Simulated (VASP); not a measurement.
# GaP (F-43m) in VASP: G0W0 quasiparticle levels with PBE

Aim: the G0W0 quasiparticle levels of GaP with PBE.

Everything below comes from runs of VASP 6.6.1. Logs are shortened: lines on timing, memory, paths and dates and some standing lists are left out, and cuts for length are marked.

## 1. The cell of the first run

The structure is cubic, space group F-43m (No. 216). The conventional cell has a = 5.451 Å, b = 5.451 Å, c = 5.451 Å, α = 90.00°, β = 90.00°, γ = 90.00°. Ga (site symmetry -43m) has 4 P at 2.36 Å within 3.1 Å. Within 3.1 Å of P (site symmetry -43m) lie 4 Ga at 2.36 Å.

## 2. G0W0 quasiparticle levels, PBE

Contents of POSCAR:

```
GaP
1.0
    0.0000000000      2.7254101930      2.7254101930
    2.7254101930      0.0000000000      2.7254101930
    2.7254101930      2.7254101930      0.0000000000
Ga P
1 1
Direct
    0.0000000000      0.0000000000      0.0000000000
    0.2500000000      0.2500000000      0.2500000000
```

Contents of INCAR.step1:

```
SYSTEM = GaP
ALGO = Normal
EDIFF = 1E-8
ENCUT = 500
GGA = PE
ISMEAR = 0
LASPH = .TRUE.
LCHARG = .FALSE.
LREAL = .FALSE.
LWAVE = .TRUE.
NELM = 80
PREC = Accurate
SIGMA = 0.01
```

Contents of INCAR.step2:

```
SYSTEM = GaP
ALGO = Exact
EDIFF = 1E-8
ENCUT = 500
GGA = PE
ISMEAR = 0
ISTART = 1
LASPH = .TRUE.
LCHARG = .FALSE.
LOPTICS = .TRUE.
LREAL = .FALSE.
LWAVE = .TRUE.
NBANDS = 99
NELM = 1
PREC = Accurate
SIGMA = 0.01
```

Contents of INCAR.step3:

```
SYSTEM = GaP
ALGO = EVGW0
EDIFF = 1E-8
ENCUT = 500
ENCUTGW = 60.0
GGA = PE
ISMEAR = 0
ISTART = 1
LASPH = .TRUE.
LCHARG = .FALSE.
LREAL = .FALSE.
LWAVE = .FALSE.
NBANDS = 99
NBANDSGW = 17
NELMGW = 1
NOMEGA = 48
PREC = Accurate
PRECFOCK = Fast
SIGMA = 0.01
```

Contents of KPOINTS:

```
k-points
0
G
  4 4 4
  0 0 0
```

Potentials or basis: VASP PAW PBE potentials, release 64 (Ga_d_GW, P_GW).

The run is started by

```
$ cat potpaw_PBE.64/Ga_d_GW/POTCAR potpaw_PBE.64/P_GW/POTCAR > POTCAR
$ cp INCAR.step1 INCAR
$ mpirun -np 1 vasp_std > vasp.out
$ cp INCAR.step2 INCAR
$ mpirun -np 1 vasp_std > vasp.out
$ cp INCAR.step3 INCAR
$ mpirun -np 1 vasp_std > vasp.out
```

OUTCAR:

```text
SYSTEM = GaP
   EDIFF = 1E-8
   ENCUT = 500
   ENCUTGW = 60.0
   GGA = PE
   ISMEAR = 0
   ISTART = 1
   LASPH = .TRUE.
   LREAL = .FALSE.
   NELMGW = 1
   PREC = Accurate
   PRECFOCK = Fast

 ion  position               nearest neighbor table
   1  0.000  0.000  0.000-   2 2.36   2 2.36   2 2.36   2 2.36
   2  0.250  0.250  0.250-   1 2.36   1 2.36   1 2.36   1 2.36

  LATTYP: Found a face centered cubic cell.
 ALAT       =     5.4508203860

  Lattice vectors:

 A1 = (   0.0000000000,   2.7254101930,   2.7254101930)
 A2 = (   2.7254101930,   0.0000000000,   2.7254101930)
 A3 = (   2.7254101930,   2.7254101930,   0.0000000000)

Analysis of symmetry for initial positions (statically):
=====================================================================
 Subroutine PRICEL returns:
 Original cell was already a primitive cell.

 Routine SETGRP: Setting up the symmetry group for a
 face centered cubic supercell.

 Subroutine GETGRP returns: Found 24 space group operations
 (whereof 24 operations were pure point group operations)
 out of a pool of 48 trial point group operations.

The static configuration has the point symmetry T_d .

Analysis of symmetry for dynamics (positions and initial velocities):
=====================================================================
 Subroutine PRICEL returns:
 Original cell was already a primitive cell.

 Routine SETGRP: Setting up the symmetry group for a
 face centered cubic supercell.

 Subroutine GETGRP returns: Found 24 space group operations
 (whereof 24 operations were pure point group operations)
 out of a pool of 48 trial point group operations.

The dynamic configuration has the point symmetry T_d .

 Subroutine INISYM returns: Found 24 space group operations
 (whereof 24 operations are pure point group operations),
 and found     1 'primitive' translations

----------------------------------------------------------------------------------------

                                     Primitive cell

  volume of cell :      40.4879

  direct lattice vectors                    reciprocal lattice vectors
     0.000000000  2.725410193  2.725410193    -0.183458623  0.183458623  0.183458623
     2.725410193  0.000000000  2.725410193     0.183458623 -0.183458623  0.183458623
     2.725410193  2.725410193  0.000000000     0.183458623  0.183458623 -0.183458623

  length of vectors
     3.854312058  3.854312058  3.854312058     0.317759655  0.317759655  0.317759655

  position of ions in fractional coordinates (direct lattice)
     0.000000000  0.000000000  0.000000000
     0.250000000  0.250000000  0.250000000

  ion indices of the primitive-cell ions
   primitive index   ion index
                 1           1
                 2           2

----------------------------------------------------------------------------------------

 KPOINTS: k-points

Automatic generation of k-mesh.
 Grid dimensions read from file:
 generate k-points for:    4    4    4

 Generating k-lattice:

  Cartesian coordinates                     Fractional coordinates (reciprocal lattice)
    -0.045864656  0.045864656  0.045864656     0.250000000  0.000000000  0.000000000
     0.045864656 -0.045864656  0.045864656     0.000000000  0.250000000  0.000000000
     0.045864656  0.045864656 -0.045864656     0.000000000  0.000000000  0.250000000

  Length of vectors
     0.079439914  0.079439914  0.079439914

  Shift w.r.t. Gamma in fractional coordinates (k-lattice)
     0.000000000  0.000000000  0.000000000

 Subroutine IBZKPT returns following result:
 ===========================================

 Found      8 irreducible k-points:

 Following reciprocal coordinates:
            Coordinates               Weight
  0.000000  0.000000  0.000000      1.000000
  0.250000  0.000000  0.000000      8.000000
  0.500000  0.000000  0.000000      4.000000
  0.250000  0.250000  0.000000      6.000000
  0.500000  0.250000  0.000000     24.000000
 -0.250000  0.250000  0.000000     12.000000
  0.500000  0.500000  0.000000      3.000000
 -0.250000  0.500000  0.250000      6.000000
   k-points           NKPTS =      8   k-points in BZ     NKDIM =     64   number of bands    NBANDS=     99
   number of dos      NEDOS =    301   number of ions     NIONS =      2
   total plane-waves  NPLWV =  21952
   dimension x,y,z NGX =    28 NGY =   28 NGZ =   28
   dimension x,y,z NGXF=    56 NGYF=   56 NGZF=   56
   ions per type =               1   1
   NGX,Y,Z   is equivalent  to a cutoff of  12.08, 12.08, 12.08 a.u.
   NGXF,Y,Z  is equivalent  to a cutoff of  24.15, 24.15, 24.15 a.u.
 SYSTEM =  GaP
   PREC   = accura    normal or accurate (medium, high low for compatibility)
   ISTART =      1    job   : 0-new  1-cont  2-samecut
   ICHARG =      0    charge: 1-file 2-atom 10-const
   ISPIN  =      1    spin polarized calculation?
   LNONCOLLINEAR =      F non collinear calculations
   LSORBIT =      F    spin-orbit coupling
   LASPH  =      T    aspherical Exc in radial PAW
   ENCUT  =  500.0 eV  36.75 Ry    6.06 a.u.   7.03  7.03  7.03*2*pi/ulx,y,z
   NELM   =     60;   NELMIN=  2; NELMDL=  0     # of ELM steps
   EDIFF  = 0.1E-07   stopping-criterion for ELM
   LREAL  =      F    real-space projection
   EDIFFG = 0.1E-06   stopping-criterion for IOM
   NSW    =      0    number of steps for IOM
   IBRION =     -1    ionic relax: 0-MD 1-quasi-New 2-CG
   NFREE  =      0    steps in history (QN), initial steepest desc. (CG)
   ISIF   =      0    stress and relaxation
   ISYM   =      3    0-nonsym 1-usesym 2-fastsym
   POTIM  = 0.5000    time-step for ionic-motion
   TEBEG  =    0.0;   TEEND  =   0.0 temperature during run
   PSTRESS=    0.0 pullay stress
   NELECT =      18.0000    total number of electrons
   NUPDOWN=      -1.0000    fix difference up-down
   EMIN   =  10.00;   EMAX   =-10.00  energy-range for DOS
   EFERMI =   0.00;   METHOD = LEGACY
   ISMEAR =     0;   SIGMA  =   0.01  broadening in eV -4-tet -1-fermi 0-gaus
   EFERMI_NEDOS =   21; number of points for ismear=-14 and -15
   IALGO  =     38    algorithm
   IMIX   =      4    mixing-type and parameters
     AMIX     =   0.40;   BMIX     =  1.00
     AMIX_MAG =   1.60;   BMIX_MAG =  1.00
  volume/ion in A,a.u.               =      20.24       136.61
  Fermi-wavevector in a.u.,A,eV,Ry     =   1.249464  2.361145 21.240880  1.561161
  Thomas-Fermi vector in A             =   2.383503
   LORBIT       =      0    0 simple, 1 ext, 2 COOP (PROOUT), +10 PAW based schemes
   GGA     = PE    functional components
   LHFCALC =     T    Hartree Fock is set to
   PRECFOCK=fast      Normal, Fast or Accurate (Low or Medium for compatibility)
   ENCUT4O =  -1.0   cutoff for four orbital integrals eV
   NKREDX  =     1    reduce k-point grid by
   NKREDY  =     1    reduce k-point grid by
   NKREDZ  =     1    reduce k-point grid by
   AEXX    =    1.0000 exact exchange contribution
   HFSCREEN=    0.0000 screening length (either q_TF or 0.3 A-1)
   HFSCREENC=   0.0000 screening length for correlation (either q_TF or 0.3 A-1)
   ENCUTFOCK=  -1.0 apply spherical cutoff to Coloumb kernel
   IVDW    =     0    specifies the selected vdW correction
   LEPSILON=     F    determine dielectric tensor
   LRPA    =     F    only Hartree local field effects (RPA)
   LRPAFORCE           =     F    calculate RPA forces
   ENCUTGW             =  60.0    cutoff for response function in eV
   ENCUTGWSOFT         =  48.0    soft cutoff for Coulomb kernel in GW response function in eV
   ENCUTLF             =  -1.0    cutoff for local field effects
   NELMGW              =     1    number of iterations in solving QP/BSE equation
   NELMHF              =     1    number of iterations in the inner HF iteration
   NKREDLFX            =     1    NKREDLFY  =   1   NKREDLFZ  =   1
 non-spin polarized calculation
 Gauss-broadening in eV      SIGMA  =   0.01
  energy-cutoff  :      500.00
  volume of cell :       40.49
 maximum number of plane-waves:      1056
  NGX = 16; NGY = 16; NGZ = 16
   NGX = 13   NGY = 13   NGZ = 13
 maximum number of plane-waves:        51
 NGX is ok and might be reduce to    10

 QP shifts <psi_nk| G(iteration)W_0 |psi_nk>: iteration 1
 for sc-GW calculations column KS-energies equals QP-energies in previous step
 and V_xc(KS)=  KS-energies - (<T + V_ion + V_H > + <T+V_H+V_ion>^1  + <V_x>^1)

 k-point   1 :       0.0000    0.0000    0.0000
  band No.  KS-energies  QP-energies   sigma(KS)   V_xc(KS)     V^pw_x(r,r')   Z            occupation Imag(sigma)

      1     -10.1885     -13.5629     -26.5723     -21.6816     -35.0056       0.6900       2.0000       0.2414
      2     -10.1885     -13.5629     -26.5723     -21.6816     -35.0056       0.6900       2.0000       0.2414
      3     -10.1885     -13.5629     -26.5723     -21.6816     -35.0056       0.6900       2.0000       0.2414
      4     -10.0905     -13.5114     -26.7470     -21.8041     -35.1390       0.6921       2.0000       0.2056
      5     -10.0905     -13.5114     -26.7470     -21.8041     -35.1390       0.6921       2.0000       0.2056
      6      -8.0954      -8.3629     -11.7764     -11.3612     -18.6674       0.6441       2.0000       1.0691
[... 9 lines left out ...]
     16      14.1085      14.4686     -10.3492     -10.8308      -5.0048       0.7478       0.0000      -0.2627
     17      16.8209      16.7084      -8.3731      -8.2234      -2.4418       0.7512       0.0000      -0.5045

 k-point   2 :       0.2500    0.0000    0.0000
  band No.  KS-energies  QP-energies   sigma(KS)   V_xc(KS)     V^pw_x(r,r')   Z            occupation Imag(sigma)

      1     -10.2317     -13.5214     -26.2413     -21.4602     -34.6777       0.6881       2.0000       0.2630
      2     -10.1742     -13.5582     -26.6069     -21.7089     -35.0393       0.6909       2.0000       0.2398
      3     -10.1742     -13.5582     -26.6069     -21.7089     -35.0393       0.6909       2.0000       0.2398
      4     -10.0897     -13.5198     -26.7482     -21.8062     -35.1436       0.6941       2.0000       0.2058
      5     -10.0897     -13.5198     -26.7482     -21.8062     -35.1436       0.6941       2.0000       0.2058
      6      -7.3198      -7.6495     -12.2187     -11.7327     -18.8629       0.6782       2.0000       0.9969
[... 9 lines left out ...]
     16      14.3142      14.1970      -8.0589      -7.9046      -2.4757       0.7599       0.0000      -0.3471
     17      17.4789      17.5793      -8.9411      -9.0747      -2.9312       0.7515       0.0000      -0.5640

 k-point   3 :       0.5000    0.0000    0.0000
  band No.  KS-energies  QP-energies   sigma(KS)   V_xc(KS)     V^pw_x(r,r')   Z            occupation Imag(sigma)

      1     -10.2691     -13.5022     -26.0316     -21.3209     -34.4725       0.6863       2.0000       0.2781
      2     -10.1645     -13.5523     -26.6233     -21.7212     -35.0517       0.6911       2.0000       0.2379
      3     -10.1645     -13.5523     -26.6233     -21.7212     -35.0517       0.6911       2.0000       0.2379
      4     -10.0838     -13.5230     -26.7671     -21.8241     -35.1696       0.6958       2.0000       0.2072
      5     -10.0838     -13.5230     -26.7671     -21.8241     -35.1696       0.6958       2.0000       0.2072
      6      -6.0269      -6.3729     -12.9441     -12.4492     -19.2275       0.6990       2.0000       0.8449
[... 9 lines left out ...]
     16      15.9992      16.4514     -10.3290     -10.9303      -4.3572       0.7522       0.0000      -0.4840
     17      17.9637      18.0933     -10.2301     -10.4022      -3.9529       0.7524       0.0000      -0.7074

 k-point   4 :       0.2500    0.2500    0.0000
  band No.  KS-energies  QP-energies   sigma(KS)   V_xc(KS)     V^pw_x(r,r')   Z            occupation Imag(sigma)

      1     -10.2546     -13.5270     -26.1838     -21.4230     -34.6256       0.6873       2.0000       0.2668
      2     -10.1574     -13.5602     -26.6536     -21.7441     -35.0867       0.6931       2.0000       0.2380
      3     -10.1574     -13.5602     -26.6536     -21.7441     -35.0867       0.6931       2.0000       0.2380
      4     -10.1070     -13.4994     -26.6838     -21.7562     -35.0746       0.6884       2.0000       0.2083
      5     -10.0800     -13.5235     -26.7689     -21.8246     -35.1680       0.6965       2.0000       0.2049
      6      -7.0583      -7.3788     -12.2628     -11.7858     -18.8206       0.6719       2.0000       0.9706
[... 37 lines left out ...]
      2     -10.1602     -13.5573     -26.6384     -21.7279     -35.0635       0.6918       2.0000       0.2355
      3     -10.1555     -13.5598     -26.6560     -21.7488     -35.0907       0.6937       2.0000       0.2391
      4     -10.0923     -13.5100     -26.7349     -21.7967     -35.1309       0.6921       2.0000       0.2058
      5     -10.0890     -13.5224     -26.7433     -21.8033     -35.1417       0.6950       2.0000       0.2067
      6      -6.2149      -6.5511     -12.6772     -12.1881     -18.9815       0.6873       2.0000       0.8608
[... 9 lines left out ...]
     16      17.6605      18.0813     -10.4394     -11.0028      -4.1115       0.7471       0.0000      -0.6504
     17      17.9801      18.1067      -8.8325      -9.0008      -2.8024       0.7522       0.0000      -0.5611

 k-point   7 :       0.5000    0.5000    0.0000
  band No.  KS-energies  QP-energies   sigma(KS)   V_xc(KS)     V^pw_x(r,r')   Z            occupation Imag(sigma)

      1     -10.3044     -13.5160     -26.0030     -21.3051     -34.4547       0.6836       2.0000       0.2800
      2     -10.1264     -13.5038     -26.6088     -21.6999     -34.9982       0.6880       2.0000       0.2123
      3     -10.1243     -13.5640     -26.7404     -21.8133     -35.1754       0.6981       2.0000       0.2348
      4     -10.1243     -13.5640     -26.7404     -21.8133     -35.1754       0.6981       2.0000       0.2348
      5     -10.0693     -13.5260     -26.7894     -21.8450     -35.1948       0.6991       2.0000       0.2035
      6      -5.1227      -5.4058     -13.0841     -12.6749     -19.1285       0.6917       2.0000       0.7302
[... 9 lines left out ...]
     16      17.2921      17.6289     -10.6287     -11.0733      -4.6428       0.7576       0.0000      -0.5681
     17      17.2921      17.6289     -10.6287     -11.0733      -4.6428       0.7576       0.0000      -0.5681

 k-point   8 :      -0.2500    0.5000    0.2500
  band No.  KS-energies  QP-energies   sigma(KS)   V_xc(KS)     V^pw_x(r,r')   Z            occupation Imag(sigma)

      1     -10.2853     -13.4922     -26.0154     -21.3228     -34.4732       0.6834       2.0000       0.2809
      2     -10.1509     -13.5643     -26.6769     -21.7573     -35.1036       0.6938       2.0000       0.2343
      3     -10.1298     -13.5453     -26.6909     -21.7755     -35.1210       0.6948       2.0000       0.2323
      4     -10.1059     -13.5133     -26.7110     -21.7779     -35.1081       0.6907       2.0000       0.2099
      5     -10.0822     -13.5143     -26.7528     -21.8144     -35.1538       0.6950       2.0000       0.2047
      6      -5.0302      -5.3313     -13.2826     -12.8510     -19.3210       0.6975       2.0000       0.7162
[... 9 lines left out ...]
     16      18.0432      18.5904     -10.4605     -11.1972      -4.0444       0.7428       0.0000      -0.6549
     17      18.2364      18.4371      -9.9604     -10.2270      -3.7256       0.7528       0.0000      -0.6695
```

It took 3.1 min on 1 thread of Intel Xeon 8259CL, shared host; peak memory 0.38 GiB.

What came out:

- Band gap on the k mesh, mean-field level: 1.63 eV, indirect (least direct gap 1.81 eV)
- Quasiparticle gap: 1.88 eV
- Least direct quasiparticle gap: 2.72 eV

Levels at points of the mesh, in eV from the valence-band top:
```csv
k point,band 5,band 6,band 7,band 8,band 9,band 10,band 11,band 12,band 13
"(0.00, 0.00, 0.00)",-14.49,-12.50,0.00,0.00,0.00,1.81,3.86,3.86,3.86
"(0.50, 0.00, 0.00)",-14.49,-10.43,-6.65,-1.12,-1.12,1.65,4.69,4.69,8.27
"(0.50, 0.50, 0.00)",-14.47,-9.53,-6.78,-2.69,-2.69,1.63,1.80,10.56,10.56
```

Caveat: the k points lie up to 0.50 Å⁻¹ apart; bands, screening cutoff and mesh are small and nothing is extrapolated, so the quasiparticle values aren't converged. A k mesh can miss the band edges.
